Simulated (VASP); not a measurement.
Wanted: the native input for a VASP 6.6.1 run.

```yaml
Task: single point
Functional: PBEsol
Potentials_or_basis: VASP PAW PBE potentials, release 64 (Yb)
Cutoff: 520 eV
k_mesh: 7 × 7 × 7
Occupations: fermi-dirac, width 0.05 eV
Spin: collinear spin, ferromagnetic start
Starting_moments: "[1.0] μB"
Fixed_moment: 1 μB
Dipole_correction: no
Further_INCAR_settings: ALGO = Normal; EDIFF = 1e-07; NBANDS = 22
```

The structure of Yb lies in POSCAR:

```
Yb
1.0
   -2.1514830000      2.1514830000      2.1514830000
    2.1514830000     -2.1514830000      2.1514830000
    2.1514830000      2.1514830000     -2.1514830000
Yb
1
Direct
    0.0000000000      0.0000000000      0.0000000000
```

This isn't the form of Yb at room conditions, which is fcc.

One way to write it, as run:

INCAR

```
SYSTEM = Yb
PREC = Accurate
ENCUT = 520
EDIFF = 1E-7
ISMEAR = -1
SIGMA = 0.05
LREAL = .False.
LASPH = .True.
NELM = 150
ALGO = Normal
ISIF = 2
LWAVE = .False.
LCHARG = .True.
ISPIN = 2
MAGMOM = 1
LORBIT = 11
NUPDOWN = 1.0
LMAXMIX = 6
GGA = PS
LELF = .True.
LVHAR = .True.
NBANDS = 22
```

KPOINTS

```
regular mesh
0
Gamma
  7 7 7
  0 0 0
```

Potentials or basis: VASP PAW PBE potentials, release 64 (Yb).

Launch:

```bash
$ cat potpaw_PBE.64/Yb/POTCAR > POTCAR
$ mpirun -np 1 vasp_std > vasp.out
```

It gave:

The pressure is -3.0 GPa. The net moment is 1.00 μB per cell and the site moments are Yb +0.45 μB. The valence electrons inside the program's atomic spheres are Yb 22.01.

Caveat: the PAW data sets were made with another functional, which shifts forces and pressure a little; the total moment is fixed, so each spin has its own Fermi level.

Run time: 120 s on 1 thread of Intel Xeon 8259CL (shared host), peak memory 0.19 GiB.
